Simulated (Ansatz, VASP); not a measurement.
## Fe in VASP and in Ansatz

The input INCAR:

```
ALGO = Normal ; EDIFF = 1E-6
ENCUT = 520 ; GGA = PE
ISIF = 2 ; ISMEAR = -1
LASPH = True ; LCHARG = False
LREAL = False ; LWAVE = False
NBANDS = 15 ; NELM = 80
PREC = Accurate ; SIGMA = 0.1
```

The input KPOINTS:

```
k-points
0
Gamma
  24 24 13
```

Contents of POSCAR:

```
Fe
1.0
    2.5255152776      0.0000000000      0.0000000000
   -1.2627576388      2.1871603880      0.0000000000
    0.0000000000      0.0000000000      3.9937266153
Fe
2
Direct
    0.3333333333      0.6666666667      0.2500000000
    0.6666666667      0.3333333333      0.7500000000
```

Input for Ansatz:

```yaml
crystal:
  lattice:
    - [2.5255152776, 0.0, 0.0]
    - [-1.2627576388, 2.187160388, 0.0]
    - [0.0, 0.0, 3.9937266153]
  atoms:
    - { symbol: Fe, position: [0.3333333333, 0.6666666667, 0.25] }
    - { symbol: Fe, position: [0.6666666667, 0.3333333333, 0.75] }
hamiltonian:
  xc: pbe
  pseudopotentials:
    kind: paw
    azcp:
      Fe: "pseudopotentials/Fe.paw.azcp"
basis:
  ecutwfc: 420
  fft_grid_basis: typed
kpoints:
  mp_grid: { grid: [24, 24, 13], shift: [0, 0, 0] }
magnetization:
  spin_polarized: false
scf:
  occupations: { method: fermi_dirac, width: 0.1 }
output:
  stress: true
```

Alike in both runs: task single point; functional PBE; k mesh 24 × 24 × 13; occupations fermi-dirac, width 0.1 eV; no spin polarisation.

```csv
,VASP,Ansatz
version,VASP 6.6.1,Ansatz 0.2.0
potentials or method,"VASP PAW PBE potentials, release 64 (Fe), cutoff 520 eV","plane waves (420 eV) with PAW, scalar-relativistic"
valence electrons in the cell,16,32
```

|  | VASP | Ansatz | Ansatz less VASP |
| --- | --- | --- | --- |
| pressure (GPa) | -18.8 | -18.6 | +0.26 |
| traceless stress, the component that is largest in VASP (GPa) | -0.49 | -0.39 | +0.104 |

VASP's potentials hold 16 valence electrons a cell and Ansatz's 32, so a difference there can come from the potentials and not from the codes.
